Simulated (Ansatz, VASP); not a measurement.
# Sn in VASP and in Ansatz

The input POSCAR:

```
Sn
1.0
   -1.7032045314      1.7515501800      2.3067389097
    1.7032045314     -1.7515501800      2.3067389097
    1.7032045314      1.7515501800     -2.3067389097
Sn
1
Direct
    0.0000000000      0.0000000000      0.0000000000
```

Contents of INCAR.step1:

```
  PREC = Accurate
  ENCUT = 520
  ISMEAR = -1
  SIGMA = 0.05
  LREAL = False
  LASPH = True
  NELM = 100
  NBANDS = 13
  GGA = PE
  ALGO = Normal
  EDIFF = 1E-4
  LWAVE = True
  LCHARG = False
```

The input INCAR.step2:

```
  PREC = Accurate
  ENCUT = 520
  EDIFF = 1E-6
  ISMEAR = -1
  SIGMA = 0.05
  LREAL = False
  LASPH = True
  NELM = 100
  ALGO = Normal
  ISIF = 2
  LWAVE = False
  LCHARG = False
  METAGGA = R2SCAN
  LMIXTAU = True
  NBANDS = 13
  ISTART = 1
```

KPOINTS

```
Automatic mesh
0
Gamma
  11 11 11
```

Contents of input.yaml:

```yaml
crystal:
  lattice:
    - [-1.7032045314, 1.75155018, 2.3067389097]
    - [1.7032045314, -1.75155018, 2.3067389097]
    - [1.7032045314, 1.75155018, -2.3067389097]
  atoms:
    - { symbol: Sn, position: [0.0, 0.0, 0.0] }
hamiltonian:
  xc: r2scan
  pseudopotentials: { kind: paw }
kpoints:
  mp_grid: { grid: [11, 11, 11] }
scf:
  occupations: { method: fermi_dirac, width: 0.05 }
output:
  forces: true
  stress: true
  eigenvalues: true
```

Alike in both runs: task single point; functional r2SCAN; k mesh 11 × 11 × 11; occupations fermi-dirac, width 0.05 eV; no spin polarisation.

|  | VASP | Ansatz |
| --- | --- | --- |
| version | VASP 6.6.1 | Ansatz 0.2.0 |
| potentials or method | VASP PAW PBE potentials, release 64 (Sn_d) | Ansatz PAW |
| plane-wave cutoff (eV) | 520 | 500 |
| valence electrons in the cell | 14 | 14 |

|  | VASP | Ansatz | Ansatz less VASP |
| --- | --- | --- | --- |
| gap on the k mesh at the Fermi level (eV) | none | none | - |
| pressure (GPa) | -0.3 | -0.3 | +0.02 |
| traceless stress, the component that is largest in VASP (GPa) | -0.92 | -0.92 | +0.004 |

VASP's potentials were made for PBE, not for r2SCAN. A gap of «none» marks a metal or a gap that the smearing closes. With one functional, cell and mesh, what is left measures potentials, basis and numerics.
